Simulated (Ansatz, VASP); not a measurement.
# PbS: VASP beside Ansatz

INCAR

```
ALGO = Normal
EDIFF = 1E-7
ENCUT = 520
GGA = PS
ISIF = 2
ISMEAR = -1
LASPH = T
LCHARG = F
LREAL = F
LWAVE = F
NBANDS = 28
NELM = 80
PREC = Accurate
SIGMA = 0.05
```

The input KPOINTS:

```
k-points
0
Gamma
  7 7 6
```

The input POSCAR:

```
PbS
1.0
    2.0937276176     -6.0309754840      0.0000000000
    2.0937276176      6.0309754840      0.0000000000
    0.0000000000      0.0000000000      4.3076616397
Pb S
2 2
Direct
    0.1305633500      0.8694366500      0.2500000000
    0.8694366500      0.1305633500      0.7500000000
    0.3547970900      0.6452029100      0.2500000000
    0.6452029100      0.3547970900      0.7500000000
```

Contents of input.yaml:

```yaml
crystal:
  lattice:
    - [2.0937276176, -6.030975484, 0.0]
    - [2.0937276176, 6.030975484, 0.0]
    - [0.0, 0.0, 4.3076616397]
  atoms:
    - { symbol: Pb, position: [0.13056335, 0.86943665, 0.25] }
    - { symbol: Pb, position: [0.86943665, 0.13056335, 0.75] }
    - { symbol: S, position: [0.35479709, 0.64520291, 0.25] }
    - { symbol: S, position: [0.64520291, 0.35479709, 0.75] }
kpoints:
  mp_grid: { grid: [7, 7, 6] }
scf:
  occupations: { method: fermi_dirac, width: 0.05 }
hamiltonian:
  xc: pbesol
  pseudopotentials: { kind: all_electron, lapw: { basis_error: 0.002 } }
output:
  forces: true
  stress: true
  eigenvalues: true
```

Change from the starting cell: volume scaled by 1.02.

Alike in both runs: task single point; functional PBEsol; k mesh 7 × 7 × 6; occupations fermi-dirac, width 0.05 eV; no spin polarisation.

|  | VASP | Ansatz |
| --- | --- | --- |
| version | VASP 6.6.1 | Ansatz 0.2.0 |
| potentials or method | VASP PAW PBE potentials, release 64 (Pb_d, S), cutoff 520 eV | all-electron LAPW, scalar-relativistic |

Ansatz gave:

```
gap on the k mesh at the Fermi level (eV)                     : 1.20
least direct gap on the mesh (eV)                             : 1.33
pressure (GPa)                                                : -2.8
traceless stress, the component that is largest in VASP (GPa) : 0.39
rms of the force components (eV/Å)                            : 0.066
```

**Question.** Which values does VASP return?

**Answer.** gap on the k mesh at the Fermi level (eV): 1.20; least direct gap on the mesh (eV): 1.33; pressure (GPa): -2.8; traceless stress, the component that is largest in VASP (GPa): 0.38; rms of the force components (eV/Å): 0.067.

VASP's potentials were made for PBE, not for PBEsol. Atom by atom the forces differ by 0.002 eV/Å (rms over components). Ansatz ran all-electron here, and VASP with PAW potentials.

Neither program's run includes spin-orbit coupling.
